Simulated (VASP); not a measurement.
Wanted: the native input for a VASP 6.6.1 run.

```
Task                   : single point
Functional             : PBEsol
Potentials or basis    : VASP PAW PBE potentials, release 64 (Sn_d, Te)
Cutoff                 : 500 eV
k mesh                 : 4 × 4 × 4
Occupations            : gaussian, width 0.01 eV
Spin                   : no spin polarisation
Dipole correction      : no
Further INCAR settings : ALGO = Normal; EDIFF = 1e-06; NBANDS = 17
```

The structure of SnTe lies in POSCAR:

```
SnTe
1.0
    0.0000000000      3.1508500000      3.1508500000
    3.1508500000      0.0000000000      3.1508500000
    3.1508500000      3.1508500000      0.0000000000
Sn Te
1 1
Direct
    0.0000000000      0.0000000000      0.0000000000
    0.5000000000      0.5000000000      0.5000000000
```

One way to write it, as run:

INCAR

```
SYSTEM = SnTe
PREC = Accurate ; ENCUT = 500
EDIFF = 1E-6 ; ISMEAR = 0
SIGMA = 0.01 ; LREAL = .FALSE.
LASPH = .TRUE. ; NELM = 120
ALGO = Normal ; ISIF = 2
LWAVE = .FALSE. ; LCHARG = .FALSE.
GGA = PS ; NBANDS = 17
GGA_COMPAT = .FALSE.
```

KPOINTS

```
regular mesh
0
G
  4 4 4
  0 0 0
```

Potentials or basis: VASP PAW PBE potentials, release 64 (Sn_d, Te).

The run is started by

```console
$ cat potpaw_PBE.64/Sn_d/POTCAR potpaw_PBE.64/Te/POTCAR > POTCAR
$ mpirun -np 1 vasp_std > vasp.out
```

It gave:

```
Pressure               : -1.1 GPa
Band gap on the k mesh : 0.14 eV
```

Caveat: the k points lie up to 0.43 Å⁻¹ apart; semilocal functionals underestimate gaps, and a narrow one can read as zero; the PAW data sets were made with another functional, which shifts forces and pressure a little; spin-orbit coupling is left out, which moves the levels of the heavy elements.

Wall time 15 s on 1 thread of Intel Xeon 8259CL, on a shared host, peak memory 0.17 GiB.
